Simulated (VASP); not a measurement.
## BaS: electric field gradients with PBEsol

Crystal: BaS.

```
CELL_PARAMETERS angstrom
0.00000 3.20436 3.20436
3.20436 0.00000 3.20436
3.20436 3.20436 0.00000
ATOMIC_POSITIONS crystal
Ba 0.00000 0.00000 0.00000
S 0.50000 0.50000 0.50000
```

| Item | Value |
| --- | --- |
| Program | VASP 6.6.1 |
| Task | electric field gradients |
| Functional | PBEsol |
| Potentials or basis | VASP PAW PBE potentials, release 64 (Ba_sv, S) |
| Cutoff | 520 eV |
| k mesh | 8 × 8 × 8 |
| Occupations | fermi-dirac, width 0.02 eV |
| Spin | no spin polarisation |
| Dipole correction | no |
| Further INCAR settings | ALGO = Normal; EDIFF = 1e-08; NBANDS = 15 |

The pressure is -1.0 GPa and the band gap on the k mesh is 2.00 eV (least direct gap 2.15 eV). The largest electric field gradient by atom is under 0.05 V/Å² on every atom.

Levels at points of the mesh, in eV from the valence-band top:
```tsv
k point	band 4	band 5	band 6	band 7	band 8	band 9	band 10	band 11	band 12	band 13
(0.00, 0.00, 0.00)	-11.11	-10.34	0.00	0.00	0.00	3.36	3.78	3.78	3.78	4.73
(0.50, 0.00, 0.00)	-11.15	-9.11	-1.97	-1.09	-1.09	5.43	5.49	6.23	6.23	8.84
(0.50, 0.50, 0.00)	-11.30	-10.24	-0.55	-0.15	-0.15	2.00	5.86	5.88	7.43	7.43
```

Wall time 56 s on 1 thread of Intel Xeon 8259CL, on a shared host, peak memory 0.21 GiB.

Caveat: the PAW data sets were made with another functional, which shifts forces and pressure a little; spin-orbit coupling is left out, which moves the levels of the heavy elements. A k mesh can miss the band edges.
